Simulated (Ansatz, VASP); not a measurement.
One calculation of Se, two programs

File POSCAR:

```
Se
1.0
    4.6660333433      0.0000000000      0.0000000000
   -2.3330166717      4.0409034102      0.0000000000
    0.0000000000      0.0000000000      5.1845942261
Se
3
Direct
    0.2178291901      1.0000000000      0.3333333333
    1.0000000000      0.2178291901      0.6666666667
    0.7821708099      0.7821708099      0.0000000000
```

File INCAR.step1:

```
  ALGO = Normal
  EDIFF = 1E-4
  ENCUT = 520
  GGA = PE
  ISMEAR = -1
  LASPH = True
  LCHARG = False
  LREAL = False
  LWAVE = True
  NBANDS = 16
  NELM = 60
  PREC = Accurate
  SIGMA = 0.05
```

INCAR.step2

```
  ALGO = Normal
  EDIFF = 1E-6
  ENCUT = 520
  ISIF = 2
  ISMEAR = -1
  ISTART = 1
  LASPH = True
  LCHARG = False
  LMIXTAU = True
  LREAL = False
  LWAVE = False
  METAGGA = R2SCAN
  NBANDS = 16
  NELM = 60
  PREC = Accurate
  SIGMA = 0.05
```

Contents of KPOINTS:

```
k-points
0
Gamma
  8 8 6
```

Input for Ansatz:

```yaml
crystal:
  lattice:
    - [4.6660333433, 0.0, 0.0]
    - [-2.3330166717, 4.0409034102, 0.0]
    - [0.0, 0.0, 5.1845942261]
  atoms:
    - { symbol: Se, position: [0.2178291901, 1.0, 0.3333333333] }
    - { symbol: Se, position: [1.0, 0.2178291901, 0.6666666667] }
    - { symbol: Se, position: [0.7821708099, 0.7821708099, 0.0] }
hamiltonian:
  xc: r2scan
  pseudopotentials:
    kind: paw
    azcp:
      Se: "pseudopotentials/Se.paw.azcp"
basis:
  ecutwfc: 500
  fft_grid_basis: typed
kpoints:
  mp_grid: { grid: [8, 8, 6], shift: [0, 0, 0] }
magnetization:
  spin_polarized: false
scf:
  occupations: { method: fermi_dirac, width: 0.05 }
output:
  stress: true
```

Alike in both runs: task single point; functional r2SCAN; k mesh 8 × 8 × 6; occupations fermi-dirac, width 0.05 eV; no spin polarisation.

```csv
,VASP,Ansatz
version,VASP 6.6.1,Ansatz 0.2.0
potentials or method,"VASP PAW PBE potentials, release 64 (Se), cutoff 520 eV","plane waves (500 eV) with PAW, scalar-relativistic"
valence electrons in the cell,18,48
```

Ansatz gave:

| Quantity | Value |
| --- | --- |
| pressure (GPa) | -4.6 |
| traceless stress, the component that is largest in VASP (GPa) | -1.86 |

Problem. Estimate VASP's values.

Solution. Pressure (GPa): -4.6; traceless stress, the component that is largest in VASP (GPa): -1.88.

VASP's potentials were made for PBE, not for r2SCAN. With one functional, cell and mesh, what is left measures potentials, basis and numerics. VASP's potentials hold 18 valence electrons a cell and Ansatz's 48, so a difference there can come from the potentials and not from the codes.
